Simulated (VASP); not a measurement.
# SnS2 (P-3m1) in VASP: a series of runs, part 2 of 2

VASP 6.6.1. The steps go on from the part before.

### Step 3. Single point, PBE

This run uses another cell than the first one, of 21.53 Å³/atom.

INCAR

```
SYSTEM = SnS2
  PREC = Accurate
  ENCUT = 500
  EDIFF = 1E-6
  ISMEAR = 0
  SIGMA = 0.01
  LREAL = .FALSE.
  LASPH = .TRUE.
  NELM = 120
  ALGO = Normal
  ISIF = 2
  LWAVE = .FALSE.
  LCHARG = .FALSE.
  GGA = PE
  NBANDS = 20
  GGA_COMPAT = .FALSE.
```

KPOINTS

```
Automatic mesh
0
G
  6 6 4
  0 0 0
```

POSCAR

```
SnS2
1.0
    3.5898182954      0.0000000000      0.0000000000
   -1.7949091477      3.1088773464      0.0000000000
    0.0000000000      0.0000000000      5.7886929809
Sn S
1 2
Direct
    0.0000000000      0.0000000000      0.0000000000
    0.3333333333      0.6666666667      0.2500000000
    0.6666666667      0.3333333333      0.7500000000
```

Potentials or basis: VASP PAW PBE potentials, release 64 (Sn_d, S).

Started as:

```sh
cat potpaw_PBE.64/Sn_d/POTCAR potpaw_PBE.64/S/POTCAR > POTCAR
mpirun -np 1 vasp_std > vasp.out
```

OUTCAR:

```text
SYSTEM = SnS2
   PREC = Accurate
   ENCUT = 500
   EDIFF = 1E-6
   ISMEAR = 0
   LREAL = .FALSE.
   LASPH = .TRUE.
   NELM = 120
   ISIF = 2
   GGA = PE

 ion  position               nearest neighbor table
   1  0.000  0.000  0.000-   2 2.53   3 2.53   3 2.53   2 2.53   3 2.53   2 2.53
   2  0.333  0.667  0.250-   1 2.53   1 2.53   1 2.53
   3  0.667  0.333  0.750-   1 2.53   1 2.53   1 2.53

  LATTYP: Found a hexagonal cell.
 ALAT       =     3.5898182954
 C/A-ratio  =     1.6125309151

  Lattice vectors:

 A1 = (   3.5898182954,   0.0000000000,   0.0000000000)
 A2 = (  -1.7949091477,   3.1088773464,   0.0000000000)
 A3 = (   0.0000000000,   0.0000000000,   5.7886929809)

Analysis of symmetry for initial positions (statically):
=====================================================================
 Subroutine PRICEL returns:
 Original cell was already a primitive cell.

 Routine SETGRP: Setting up the symmetry group for a
 hexagonal supercell.

 Subroutine GETGRP returns: Found 12 space group operations
 (whereof 12 operations were pure point group operations)
 out of a pool of 24 trial point group operations.

[... 161 lines left out ...]

  energy without entropy =      -13.02912343  energy(sigma->0) =      -13.02912343

 E-fermi :   5.3344     XC(G=0):  -9.8501

 val. band max:        5.2830094460   @ k =   0.0000   0.0000   0.0000
 cond. band min:       6.8422881576   @ k =   0.5000   0.0000   0.2500
 fundamental gap:      1.5592787116
 Fermi energy:         5.3343871992

 k-point     1 :       0.0000    0.0000    0.0000
  band No.  band energies     occupation
      1     -15.7008      2.00000
      2     -15.7008      2.00000
      3     -15.6475      2.00000
      4     -15.6138      2.00000
      5     -15.6138      2.00000
      6      -8.9046      2.00000
[... 541 lines left out ...]
     19      14.8993      0.00000
     20      15.0235      0.00000

------------------------ aborting loop because EDIFF is reached ----------------------------------------

  FORCE on cell =-STRESS in cart. coord.  units (eV):
  Direction    XX          YY          ZZ          XY          YZ          ZX
  --------------------------------------------------------------------------------------
  -------------------------------------------------------------------------------------
  Total        3.4435651      3.4435729      3.1043021      0.0000000      0.0000000      0.0000000
  in kB       85.4008723     85.4010650     76.9871050      0.0000000      0.0000000      0.0000000
  external PRESSURE =      82.5963474 kB  Pullay stress =       0.0000000 kB

 VOLUME and BASIS-vectors are now :
 -----------------------------------------------------------------------------
  energy-cutoff  :      500.00
  volume of cell :       64.60
      direct lattice vectors                 reciprocal lattice vectors
     3.589818295  0.000000000  0.000000000     0.278565631  0.160829761  0.000000000
    -1.794909148  3.108877346  0.000000000     0.000000000  0.321659522  0.000000000
     0.000000000  0.000000000  5.788692981     0.000000000  0.000000000  0.172750568

 POSITION                                       TOTAL-FORCE (eV/Angst)
 -----------------------------------------------------------------------------------
      0.00000      0.00000      0.00000         0.000000      0.000000      0.000000
     -0.00000      2.07258      1.44717         0.000000      0.000000      0.670562
      1.79491      1.03629      4.34152        -0.000000      0.000000     -0.670562
 -----------------------------------------------------------------------------------
    total drift:                               -0.000000     -0.000000     -0.000000

  FREE ENERGIE OF THE ION-ELECTRON SYSTEM (eV)
  ---------------------------------------------------
  free  energy   TOTEN  =       -13.0291234314 eV

  energy  without entropy=      -13.0291234314  energy(sigma->0) =      -13.02912343
```

stdout:

```text
POSCAR found type information on POSCAR SnS
 POSCAR found :  2 types and       3 ions
 scaLAPACK will be used
 LDA part: xc-table for (Slater+PW92), standard interpolation
 POSCAR, INCAR and KPOINTS ok, starting setup
 FFT: planning ... GRIDC
 FFT: planning ... GRID_SOFT
 FFT: planning ... GRID
 WAVECAR not read
 entering main loop
```

Run time: 55 s. Hardware: 1 thread of Intel Xeon 8259CL, shared host; peak memory 0.15 GiB.

What came out:

```
Free energy            : -13.0291 eV
Pressure               : 8.3 GPa
Largest force          : 0.671 eV/Å
Band gap on the k mesh : 1.56 eV (least direct gap 2.05 eV)
```

Forces in eV/Å, atoms in the order of the input:
```
Sn   0.000  0.000  0.000
S    0.000  0.000  0.671
S    0.000  0.000 -0.671
```

Caveat: the cell stands under pressure; spin-orbit coupling is left out, which moves the levels of the heavy elements; this functional lacks dispersion, which binds layers or chains, so the pressure and a relaxed spacing across them are unreliable.

### Step 4. Single point, PBE

This run uses another cell than the first one, of 22.43 Å³/atom.

INCAR

```
SYSTEM = SnS2
  ALGO = Normal
  EDIFF = 1E-6
  ENCUT = 500
  GGA = PE
  GGA_COMPAT = .FALSE.
  ISIF = 2
  ISMEAR = 0
  LASPH = .TRUE.
  LCHARG = .FALSE.
  LREAL = .FALSE.
  LWAVE = .FALSE.
  NBANDS = 20
  NELM = 120
  PREC = Accurate
  SIGMA = 0.01
```

KPOINTS

```
k-points
0
G
  6 6 4
  0 0 0
```

POSCAR

```
SnS2
1.0
    3.6390000000      0.0000000000      0.0000000000
   -1.8195000000      3.1514700000      0.0000000000
    0.0000000000      0.0000000000      5.8680000000
Sn S
1 2
Direct
    0.0000000000      0.0000000000      0.0000000000
    0.3333333333      0.6666666667      0.2500000000
    0.6666666667      0.3333333333      0.7500000000
```

Potentials or basis: VASP PAW PBE potentials, release 64 (Sn_d, S).

Started as:

```sh
cat potpaw_PBE.64/Sn_d/POTCAR potpaw_PBE.64/S/POTCAR > POTCAR
mpirun -np 1 vasp_std > vasp.out
```

OUTCAR:

```text
SYSTEM = SnS2
   EDIFF = 1E-6
   ENCUT = 500
   GGA = PE
   ISIF = 2
   ISMEAR = 0
   LASPH = .TRUE.
   LREAL = .FALSE.
   NELM = 120
   PREC = Accurate

 ion  position               nearest neighbor table
   1  0.000  0.000  0.000-   2 2.56   3 2.56   3 2.56   2 2.56   3 2.56   2 2.56
   2  0.333  0.667  0.250-   1 2.56   1 2.56   1 2.56
   3  0.667  0.333  0.750-   1 2.56   1 2.56   1 2.56

  LATTYP: Found a hexagonal cell.
 ALAT       =     3.6390000000
 C/A-ratio  =     1.6125309151

  Lattice vectors:

 A1 = (   3.6390000000,   0.0000000000,   0.0000000000)
 A2 = (  -1.8195000000,   3.1514700000,   0.0000000000)
 A3 = (   0.0000000000,   0.0000000000,   5.8680000000)

Analysis of symmetry for initial positions (statically):
=====================================================================
 Subroutine PRICEL returns:
 Original cell was already a primitive cell.

 Routine SETGRP: Setting up the symmetry group for a
 hexagonal supercell.

 Subroutine GETGRP returns: Found 12 space group operations
 (whereof 12 operations were pure point group operations)
 out of a pool of 24 trial point group operations.

[... 161 lines left out ...]

  energy without entropy =      -13.13336173  energy(sigma->0) =      -13.13336173

 E-fermi :   4.9077     XC(G=0):  -9.6607

 val. band max:        4.7965814348   @ k =   0.0000   0.0000   0.0000
 cond. band min:       6.2786869649   @ k =   0.5000  -0.0000   0.2500
 fundamental gap:      1.4821055301
 Fermi energy:         4.9076653694

 k-point     1 :       0.0000    0.0000    0.0000
  band No.  band energies     occupation
      1     -16.1464      2.00000
      2     -16.1464      2.00000
      3     -16.1026      2.00000
      4     -16.0739      2.00000
      5     -16.0739      2.00000
      6      -9.0616      2.00000
[... 541 lines left out ...]
     19      14.4206      0.00000
     20      14.4794      0.00000

------------------------ aborting loop because EDIFF is reached ----------------------------------------

  FORCE on cell =-STRESS in cart. coord.  units (eV):
  Direction    XX          YY          ZZ          XY          YZ          ZX
  --------------------------------------------------------------------------------------
  -------------------------------------------------------------------------------------
  Total        1.8266430      1.8266471      1.6427986     -0.0000000     -0.0000000      0.0000000
  in kB       43.4889500     43.4890481     39.1119582     -0.0000000     -0.0000000      0.0000000
  external PRESSURE =      42.0299854 kB  Pullay stress =       0.0000000 kB

 VOLUME and BASIS-vectors are now :
 -----------------------------------------------------------------------------
  energy-cutoff  :      500.00
  volume of cell :       67.30
      direct lattice vectors                 reciprocal lattice vectors
     3.639000000  0.000000000  0.000000000     0.274800769  0.158656119  0.000000000
    -1.819500000  3.151470000  0.000000000     0.000000000  0.317312238  0.000000000
     0.000000000  0.000000000  5.868000000     0.000000000  0.000000000  0.170415815

 POSITION                                       TOTAL-FORCE (eV/Angst)
 -----------------------------------------------------------------------------------
      0.00000      0.00000      0.00000        -0.000000      0.000000      0.000000
     -0.00000      2.10098      1.46700        -0.000000      0.000000      0.235916
      1.81950      1.05049      4.40100         0.000000     -0.000000     -0.235916
 -----------------------------------------------------------------------------------
    total drift:                               -0.000000     -0.000000     -0.000000

  FREE ENERGIE OF THE ION-ELECTRON SYSTEM (eV)
  ---------------------------------------------------
  free  energy   TOTEN  =       -13.1333617282 eV

  energy  without entropy=      -13.1333617282  energy(sigma->0) =      -13.13336173
```

stdout:

```text
POSCAR found type information on POSCAR SnS
 POSCAR found :  2 types and       3 ions
 scaLAPACK will be used
 LDA part: xc-table for (Slater+PW92), standard interpolation
 POSCAR, INCAR and KPOINTS ok, starting setup
 FFT: planning ... GRIDC
 FFT: planning ... GRID_SOFT
 FFT: planning ... GRID
 WAVECAR not read
 entering main loop
```

Run time: 57 s. Hardware: 1 thread of Intel Xeon 8259CL, shared host; peak memory 0.16 GiB.

Results:

```yaml
Free_energy: -13.1334 eV
Pressure: 4.2 GPa
Largest_force: 0.236 eV/Å
Band_gap_on_the_k_mesh: 1.48 eV (least direct gap 1.95 eV)
```

Forces on the atoms (eV/Å):
```
Sn   0.000  0.000  0.000
S    0.000  0.000  0.236
S    0.000  0.000 -0.236
```

Stress tensor (GPa, compression positive):
```
4.35 0.00 0.00
0.00 4.35 0.00
0.00 0.00 3.91
```

Caveat: the cell stands under pressure; spin-orbit coupling is left out, which moves the levels of the heavy elements; this functional lacks dispersion, which binds layers or chains, so the pressure and a relaxed spacing across them are unreliable. A k mesh can miss the band edges.

### Step 5. The runs side by side

| cell | gap on the mesh (eV) | pressure (GPa) | largest force (eV/Å) |
| --- | --- | --- | --- |
| a = 3.539, b = 3.539, c = 5.707 Å, angles 90.0, 90.0, 120.0°, 3 atoms | 1.64 | 13.3 | 1.18 |
| a = 3.590, b = 3.590, c = 5.789 Å, angles 90.0, 90.0, 120.0°, 3 atoms | 1.56 | 8.3 | 0.67 |
| a = 3.639, b = 3.639, c = 5.868 Å, angles 90.0, 90.0, 120.0°, 3 atoms | 1.48 | 4.2 | 0.24 |

Alike in all rows: task single point; level PBE; potentials or basis VASP PAW PBE potentials, release 64 (Sn_d, S); no spin polarisation; k mesh 6 × 6 × 4; cutoff (eV) 500; smearing gaussian 0.01 eV.

Caveats: the cell stands under pressure; spin-orbit coupling is left out, which moves the levels of the heavy elements; this functional lacks dispersion, which binds layers or chains, so the pressure and a relaxed spacing across them are unreliable; forces of over 1 eV/Å act on the atoms, so gaps and moduli don't describe the material at rest (at least some runs).

Total energies depend on the potentials used, so only differences within one code and one set of settings carry meaning.
